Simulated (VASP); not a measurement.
# TaN: single point with PBE

Crystal: TaN.

```
CELL_PARAMETERS angstrom
0.00000 2.24176 2.27489
2.24176 0.00000 2.27489
2.24176 2.24176 0.00000
ATOMIC_POSITIONS crystal
Ta 0.50000 0.50000 0.50000
N 0.00000 0.00000 0.00000
```

This cell differs from its parent crystal: strain +0.015 along x and y, +0.030 along z.

```
Program             : VASP 6.6.1
Task                : single point
Functional          : PBE
Potentials or basis : VASP PAW PBE potentials, release 64 (Ta_pv, N)
Cutoff              : 520 eV
k mesh              : 24 × 24 × 24
Occupations         : gaussian, width 0.15 eV
Spin                : no spin polarisation
```

```
Pressure               : -16.4 GPa
Band gap on the k mesh : zero (band 8 reaches 10.37 eV, above the bottom of band 9 at 6.88 eV)
```

Stress tensor (GPa, compression positive):
```
-14.51   0.00   0.00
  0.00 -14.51   0.00
  0.00   0.00 -20.26
```

Levels at points of the mesh, in eV from the Fermi level:
```
           k point  band 4  band 5  band 6  band 7  band 8  band 9  band 10  band 11  band 12  band 13
(0.00, 0.00, 0.00)  -18.26   -3.64   -3.59   -3.59   -2.02   -1.85    -1.85    -0.10     0.14     1.00
(0.50, 0.00, 0.00)  -15.65   -9.78   -7.06   -7.06    1.64    1.72     1.80     3.60     6.62     6.97
(0.50, 0.50, 0.00)  -17.05   -6.55   -4.96   -4.41   -4.41    1.89     3.15     3.15     3.79     5.97
(0.50, 0.00, 0.50)  -17.04   -6.42   -4.99   -4.49   -4.46    1.88     3.06     3.24     3.84     6.06
```

It took 96 s on 1 thread of Intel(R) Xeon(R) 6975P-C (Granite Rapids), with other jobs on the host, peak memory 0.45 GiB.

Caveat: the cell differs from its parent crystal (strain +0.015 along x and y, +0.030 along z); spin-orbit coupling is left out, which moves the levels of the heavy elements.
